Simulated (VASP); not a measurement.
# Mg7FeO8 (Fm-3m) in VASP: single point with PBE

Aim: the single point of Mg7FeO8 with PBE.

Everything below comes from runs of VASP 6.6.1. Logs are shortened: lines on timing, memory, paths and dates and some standing lists are left out, and cuts for length are marked.

## 1. The cell of the first run

Symmetry: Fm-3m, No. 225, cubic system. The conventional cell has a = 8.424 Å, b = 8.424 Å, c = 8.424 Å, α = 90.00°, β = 90.00°, γ = 90.00°. Within 2.8 Å of Fe (site symmetry m-3m) lie 6 O at 2.11 Å. Within 2.8 Å of O (site symmetry -43m) lie 6 Mg at 2.11 Å. Within 2.8 Å of O (site symmetry 4mm) lie 1 Fe at 2.11 Å and 5 Mg at 2.11 Å. Within 2.8 Å of Mg (site symmetry mmm) lie 6 O at 2.11 Å. Within 2.8 Å of Mg (site symmetry m-3m) lie 6 O at 2.11 Å.

## 2. Single point, PBE, collinear spin, ferromagnetic start

Input file INCAR:

```
SYSTEM = Mg7FeO8
PREC = Accurate ; ENCUT = 600
EDIFF = 1E-6 ; ISMEAR = -1
SIGMA = 0.01 ; LREAL = .False.
LASPH = .True. ; NELM = 200
ALGO = Normal ; ISIF = 2
LWAVE = .False. ; LCHARG = .True.
ISPIN = 2 ; MAGMOM = 4 0 0 0 0 0 0 0 0 0 0 0 0 0 0 0
LORBIT = 11 ; LMAXMIX = 4
GGA = PE ; LELF = .True.
LVHAR = .True. ; NBANDS = 53
GGA_COMPAT = .False.
```

Input file KPOINTS:

```
regular mesh
0
Gamma
  1 1 1
  0 0 0
```

Input file POSCAR:

```
Mg7FeO8
1.0
    0.0000000000      4.2120000000      4.2120000000
    4.2120000000      0.0000000000      4.2120000000
    4.2120000000      4.2120000000      0.0000000000
Fe O Mg
1 8 7
Direct
    0.0000000000      0.0000000000      0.0000000000
    0.2500000000      0.2500000000      0.2500000000
    0.2500000000      0.2500000000      0.7500000000
    0.2500000000      0.7500000000      0.2500000000
    0.2500000000      0.7500000000      0.7500000000
    0.7500000000      0.2500000000      0.2500000000
    0.7500000000      0.2500000000      0.7500000000
    0.7500000000      0.7500000000      0.2500000000
    0.7500000000      0.7500000000      0.7500000000
    0.0000000000      0.0000000000      0.5000000000
    0.0000000000      0.5000000000      0.0000000000
    0.0000000000      0.5000000000      0.5000000000
    0.5000000000      0.0000000000      0.0000000000
    0.5000000000      0.0000000000      0.5000000000
    0.5000000000      0.5000000000      0.0000000000
    0.5000000000      0.5000000000      0.5000000000
```

Potentials or basis: VASP PAW PBE potentials, release 64 (Fe, O, Mg).

Launch:

```console
> cat potpaw_PBE.64/Fe/POTCAR potpaw_PBE.64/O/POTCAR potpaw_PBE.64/Mg/POTCAR > POTCAR
> mpirun -np 1 vasp_gam > vasp.out
```

OUTCAR:

```text
SYSTEM = Mg7FeO8
   PREC = Accurate
   ENCUT = 600
   EDIFF = 1E-6
   ISMEAR = -1
   LREAL = .False.
   LASPH = .True.
   NELM = 200
   ISIF = 2
   ISPIN = 2
   LORBIT = 11
   GGA = PE

 ion  position               nearest neighbor table
   1  0.000  0.000  0.000-   3 2.11   4 2.11   5 2.11   6 2.11   7 2.11   8 2.11  10 2.98  11 2.98
                            13 2.98  10 2.98  12 2.98  14 2.98  11 2.98  12 2.98  15 2.98  13 2.98
   2  0.250  0.250  0.250-  10 2.11  11 2.11  12 2.11  13 2.11  14 2.11  15 2.11
   3  0.250  0.250  0.750-   1 2.11  11 2.11  12 2.11  13 2.11  14 2.11  16 2.11
   4  0.250  0.750  0.250-   1 2.11  10 2.11  12 2.11  13 2.11  15 2.11  16 2.11
   5  0.250  0.750  0.750-   1 2.11  10 2.11  11 2.11  14 2.11  15 2.11  16 2.11
   6  0.750  0.250  0.250-   1 2.11  10 2.11  11 2.11  14 2.11  15 2.11  16 2.11
   7  0.750  0.250  0.750-   1 2.11  10 2.11  12 2.11  13 2.11  15 2.11  16 2.11
   8  0.750  0.750  0.250-   1 2.11  11 2.11  12 2.11  13 2.11  14 2.11  16 2.11
   9  0.750  0.750  0.750-  10 2.11  11 2.11  12 2.11  13 2.11  14 2.11  15 2.11
  10  0.000  0.000  0.500-   2 2.11   4 2.11   5 2.11   6 2.11   7 2.11   9 2.11   1 2.98  12 2.98
                            14 2.98   1 2.98  11 2.98  13 2.98  11 2.98  12 2.98  16 2.98  13 2.98
  11  0.000  0.500  0.000-   2 2.11   3 2.11   5 2.11   6 2.11   8 2.11   9 2.11   1 2.98  12 2.98
                            15 2.98  10 2.98  12 2.98  16 2.98   1 2.98  10 2.98  13 2.98  13 2.98
  12  0.000  0.500  0.500-   2 2.11   3 2.11   4 2.11   7 2.11   8 2.11   9 2.11  10 2.98  11 2.98
                            16 2.98   1 2.98  11 2.98  15 2.98   1 2.98  10 2.98  14 2.98  14 2.98
  13  0.500  0.000  0.000-   2 2.11   3 2.11   4 2.11   7 2.11   8 2.11   9 2.11   1 2.98  14 2.98
                            15 2.98  10 2.98  14 2.98  16 2.98  11 2.98  15 2.98  16 2.98   1 2.98
  14  0.500  0.000  0.500-   2 2.11   3 2.11   5 2.11   6 2.11   8 2.11   9 2.11  10 2.98  13 2.98
                            16 2.98   1 2.98  13 2.98  15 2.98  12 2.98  15 2.98  16 2.98   1 2.98
  15  0.500  0.500  0.000-   2 2.11   4 2.11   5 2.11   6 2.11   7 2.11   9 2.11  11 2.98  13 2.98
                            16 2.98  12 2.98  14 2.98  16 2.98   1 2.98  13 2.98  14 2.98   1 2.98
  16  0.500  0.500  0.500-   3 2.11   4 2.11   5 2.11   6 2.11   7 2.11   8 2.11  12 2.98  14 2.98
                            15 2.98  11 2.98  13 2.98  15 2.98  10 2.98  13 2.98  14 2.98  10 2.98

  LATTYP: Found a face centered cubic cell.
 ALAT       =     8.4240000000

  Lattice vectors:

 A1 = (   0.0000000000,   4.2120000000,   4.2120000000)
 A2 = (   4.2120000000,   0.0000000000,   4.2120000000)
 A3 = (   4.2120000000,   4.2120000000,   0.0000000000)

Analysis of symmetry for initial positions (statically):
=====================================================================
 Subroutine PRICEL returns:
 Original cell was already a primitive cell.

 Routine SETGRP: Setting up the symmetry group for a
 face centered cubic supercell.

 Subroutine GETGRP returns: Found 48 space group operations
 (whereof 48 operations were pure point group operations)
 out of a pool of 48 trial point group operations.

The static configuration has the point symmetry O_h .

Analysis of symmetry for dynamics (positions and initial velocities):
=====================================================================
 Subroutine PRICEL returns:
 Original cell was already a primitive cell.

 Routine SETGRP: Setting up the symmetry group for a
 face centered cubic supercell.

 Subroutine GETGRP returns: Found 48 space group operations
 (whereof 48 operations were pure point group operations)
 out of a pool of 48 trial point group operations.

The dynamic configuration has the point symmetry O_h .

Analysis of structural, dynamic, and magnetic symmetry:
=====================================================================
 Subroutine PRICEL returns:
 Original cell was already a primitive cell.

 Routine SETGRP: Setting up the symmetry group for a
 face centered cubic supercell.

 Subroutine GETGRP returns: Found 48 space group operations
 (whereof 48 operations were pure point group operations)
 out of a pool of 48 trial point group operations.

The overall configuration has the point symmetry O_h .

 Subroutine INISYM returns: Found 48 space group operations
 (whereof 48 operations are pure point group operations),
 and found     1 'primitive' translations

----------------------------------------------------------------------------------------

                                     Primitive cell

  volume of cell :     149.4497
[... 87 lines left out ...]
   ISPIN  =      2    spin polarized calculation?
   LNONCOLLINEAR =      F non collinear calculations
   LSORBIT =      F    spin-orbit coupling
   LASPH  =      T    aspherical Exc in radial PAW
   ENCUT  =  600.0 eV  44.10 Ry    6.64 a.u.  11.90 11.90 11.90*2*pi/ulx,y,z
   NELM   =    200;   NELMIN=  2; NELMDL= -5     # of ELM steps
   EDIFF  = 0.1E-05   stopping-criterion for ELM
   LREAL  =      F    real-space projection
   EDIFFG = 0.1E-04   stopping-criterion for IOM
   NSW    =      0    number of steps for IOM
   IBRION =     -1    ionic relax: 0-MD 1-quasi-New 2-CG
   NFREE  =      0    steps in history (QN), initial steepest desc. (CG)
   ISIF   =      2    stress and relaxation
   ISYM   =      2    0-nonsym 1-usesym 2-fastsym
   POTIM  = 0.5000    time-step for ionic-motion
   TEBEG  =    0.0;   TEEND  =   0.0 temperature during run
   PSTRESS=    0.0 pullay stress
   NELECT =      70.0000    total number of electrons
   NUPDOWN=      -1.0000    fix difference up-down
   EMIN   =  10.00;   EMAX   =-10.00  energy-range for DOS
   EFERMI =   0.00;   METHOD = LEGACY
   ISMEAR =    -1;   SIGMA  =   0.01  broadening in eV -4-tet -1-fermi 0-gaus
   EFERMI_NEDOS =   21; number of points for ismear=-14 and -15
   IALGO  =     38    algorithm
   IMIX   =      4    mixing-type and parameters
     AMIX     =   0.40;   BMIX     =  1.00
     AMIX_MAG =   1.60;   BMIX_MAG =  1.00
  volume/ion in A,a.u.               =       9.34        63.03
  Fermi-wavevector in a.u.,A,eV,Ry     =   1.271381  2.402562 21.992598  1.616410
  Thomas-Fermi vector in A             =   2.404317
   LORBIT       =     11    0 simple, 1 ext, 2 COOP (PROOUT), +10 PAW based schemes
   GGA     = PE    functional components
   LHFCALC =     F    Hartree Fock is set to
   AEXX    =    0.0000 exact exchange contribution
   IVDW    =     0    specifies the selected vdW correction
   LEPSILON=     F    determine dielectric tensor
   LRPA    =     F    only Hartree local field effects (RPA)
 spin polarized calculation
  energy-cutoff  :      600.00
  volume of cell :      149.45
 maximum number of plane-waves:      2515
 NGX is ok and might be reduce to    48
   NGX = 23   NGY = 23   NGZ = 23

 number of electron      70.0000037 magnetization      -0.0155314

 number of electron      70.0000037 magnetization       0.0008200

 Free energy of the ion-electron system (eV)
  ---------------------------------------------------
  ext. energy  EPLUGINS =         0.00000000
  ---------------------------------------------------
  free energy    TOTEN  =       -91.79511977 eV

  energy without entropy =      -91.79511977  energy(sigma->0) =      -91.79511977

 E-fermi :   6.1473     XC(G=0): -11.1911

 val. band max:        5.8266183169   @ k =   0.0000   0.0000   0.0000
 cond. band min:       7.6014672143   @ k =   0.0000   0.0000   0.0000
 fundamental gap:      1.7748488974
 Fermi energy:         6.1473255709

 spin component 1

 k-point     1 :       0.0000    0.0000    0.0000
  band No.  band energies     occupation
      1     -13.8466      1.00000
      2     -12.5856      1.00000
      3     -12.5856      1.00000
      4     -12.5856      1.00000
      5     -12.3764      1.00000
      6     -12.3764      1.00000
[... 39 lines left out ...]
     46      13.2317      0.00000
     47      13.2339      0.00000
 Fermi energy:         6.1473255709

 spin component 2

 k-point     1 :       0.0000    0.0000    0.0000
  band No.  band energies     occupation
      1     -13.8463      1.00000
      2     -12.5853      1.00000
      3     -12.5853      1.00000
      4     -12.5853      1.00000
      5     -12.3761      1.00000
      6     -12.3761      1.00000
[... 39 lines left out ...]
     46      13.2317      0.00000
     47      13.2339      0.00000
 [bands above 47 left out]

------------------------ aborting loop because EDIFF is reached ----------------------------------------

  FORCE on cell =-STRESS in cart. coord.  units (eV):
  Direction    XX          YY          ZZ          XY          YZ          ZX
  --------------------------------------------------------------------------------------
  -------------------------------------------------------------------------------------
  Total        2.2793751      2.2793751      2.2793751     -0.0000000      0.0000000     -0.0000000
  in kB       24.4360667     24.4360667     24.4360667     -0.0000000      0.0000000     -0.0000000
  external PRESSURE =      24.4360667 kB  Pullay stress =       0.0000000 kB

 VOLUME and BASIS-vectors are now :
 -----------------------------------------------------------------------------
  energy-cutoff  :      600.00
  volume of cell :      149.45
      direct lattice vectors                 reciprocal lattice vectors
     0.000000000  4.212000000  4.212000000    -0.118708452  0.118708452  0.118708452
     4.212000000  0.000000000  4.212000000     0.118708452 -0.118708452  0.118708452
     4.212000000  4.212000000  0.000000000     0.118708452  0.118708452 -0.118708452

 POSITION                                       TOTAL-FORCE (eV/Angst)
 -----------------------------------------------------------------------------------
      0.00000      0.00000      0.00000         0.000000      0.000000      0.000000
      2.10600      2.10600      2.10600         0.000000     -0.000000      0.000000
      4.21200      4.21200      2.10600         0.000000      0.000000     -0.227991
      4.21200      2.10600      4.21200         0.000000     -0.227991      0.000000
      6.31800      4.21200      4.21200         0.227991      0.000000      0.000000
      2.10600      4.21200      4.21200        -0.227991      0.000000      0.000000
[... 8 lines left out ...]
      2.10600      2.10600      4.21200         0.000000     -0.000000      0.000000
      4.21200      4.21200      4.21200         0.000000      0.000000     -0.000000
 -----------------------------------------------------------------------------------
    total drift:                               -0.000000     -0.000000     -0.000000

  FREE ENERGIE OF THE ION-ELECTRON SYSTEM (eV)
  ---------------------------------------------------
  free  energy   TOTEN  =       -91.7951197713 eV

  energy  without entropy=      -91.7951197713  energy(sigma->0) =      -91.79511977

 total charge

# of ion       s       p       d       tot
------------------------------------------
    1        0.252   0.390   6.420   7.062
    2        1.504   3.653   0.000   5.157
    3        1.509   3.610   0.000   5.119
    4        1.509   3.610   0.000   5.119
    5        1.509   3.610   0.000   5.119
    6        1.509   3.610   0.000   5.119
[... 8 lines left out ...]
   15        0.124   0.173   0.087   0.384
   16        0.127   0.180   0.077   0.384
--------------------------------------------------
tot         13.183  30.572   7.020  50.776

 magnetization (x)

# of ion       s       p       d       tot
------------------------------------------
    1       -0.000  -0.000  -0.000  -0.000
    2        0.000   0.000   0.000   0.000
    3        0.000   0.000   0.000   0.000
    4        0.000   0.000   0.000   0.000
    5        0.000   0.000   0.000   0.000
    6        0.000   0.000   0.000   0.000
[... 8 lines left out ...]
   15       -0.000  -0.000  -0.000  -0.000
   16        0.000   0.000   0.000   0.000
--------------------------------------------------
tot          0.000   0.000  -0.000   0.000
```

Wall time 40 s (1 thread of AMD EPYC 9R45 (Zen 5), shared host); peak memory 0.35 GiB.

What came out:

```
Free energy                                           : -91.7951 eV
Pressure                                              : 2.4 GPa
Band gap on the k mesh                                : 1.77 eV
Net moment                                            : 0.00 μB per cell
Valence electrons inside the program's atomic spheres : Fe 7.06; O 5.16, 5.12; Mg 0.38
```

Levels at points of the mesh, in eV from the valence-band top:
Spin up:
```tsv
k point	band 32	band 33	band 34	band 35	band 36	band 37	band 38	band 39
(0.00, 0.00, 0.00)	-2.36	0.00	0.00	0.00	1.78	1.78	2.24	5.42
```
Spin down:
```
           k point  band 33  band 34  band 35  band 36  band 37  band 38
(0.00, 0.00, 0.00)     0.00     0.00     0.00     1.77     1.78     2.24
```

Caveat: the k points lie up to 1.29 Å⁻¹ apart; the starting moments collapsed, and a magnetic state may lie lower. As with any semilocal functional, this PBE gap is likely too small.
